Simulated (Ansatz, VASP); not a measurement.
**H in VASP and in Ansatz**

The input INCAR:

```
SYSTEM = H
PREC     = Accurate       ! precision mode
ENCUT    = 520            ! plane-wave cutoff, eV
EDIFF    = 1E-7           ! SCF threshold, eV
ISMEAR   = 0              ! smearing method
SIGMA    = 0.1            ! smearing width, eV
LREAL    = .FALSE.        ! projectors in reciprocal space
LASPH    = .TRUE.         ! aspherical terms in the spheres
NELM     = 150            ! most SCF steps
ALGO     = Normal         ! electronic algorithm
ISIF     = 2              ! what is computed and relaxed
LWAVE    = .FALSE.        ! write WAVECAR
LCHARG   = .FALSE.        ! write CHGCAR
ISPIN    = 2              ! spin polarisation
MAGMOM   = 1              ! initial moments
LORBIT   = 11             ! projections on sites
GGA      = CA             ! functional
NBANDS   = 10             ! bands
```

File KPOINTS:

```
Automatic mesh
0
G
  12 12 12
  0 0 0
```

File POSCAR:

```
H
1.0
   -1.5482797468      2.6816991858      0.0000000000
   -3.0965594936      0.0000000000      0.0000000000
   -1.5482797468      0.8938997286      4.7948803090
H
1
Direct
    0.0000000000      0.0000000000      0.0000000000
```

Input for Ansatz:

```yaml
crystal:
  lattice:
    - [-1.5482797468, 2.6816991858, 0.0]
    - [-3.0965594936, 0.0, 0.0]
    - [-1.5482797468, 0.8938997286, 4.794880309]
  atoms:
    - { symbol: H, position: [0.0, 0.0, 0.0], spin: 1.0 }
magnetization:
  spin_polarized: true
basis:
  ecutwfc: 420
  fft_grid_basis: typed
kpoints:
  mp_grid: { grid: [12, 12, 12] }
hamiltonian:
  xc: lda
  pseudopotentials: { kind: paw }
scf:
  occupations: { method: gaussian, width: 0.1 }
output:
  forces: true
  stress: true
  eigenvalues: true
  bader: true
  write_density: true
  volumetric_format: npy
  populations: true
```

Alike in both runs: task single point; functional LDA; k mesh 12 × 12 × 12; occupations gaussian, width 0.1 eV; collinear spin.

|  | VASP | Ansatz |
| --- | --- | --- |
| version | VASP 6.6.1 | Ansatz 0.2.0 |
| potentials or method | VASP PAW LDA potentials, release 64 (H), cutoff 520 eV | scalar-relativistic, plane waves, PAW |
| valence electrons in the cell | 1 | 1 |

```csv
,VASP,Ansatz,Ansatz less VASP
gap on the k mesh at the Fermi level (eV),1.97,1.77,-0.208
net moment per atom (μB),1.00,1.00,0.000
size of the moment on the site where the two differ most (μB),0.36,0.88,+0.522
```

LDA's correlation is that of Perdew and Zunger in VASP and of Perdew and Wang (1992) in Ansatz. Site moments also hang on the region over which each program counts them. Ansatz's warnings: stability check not made.
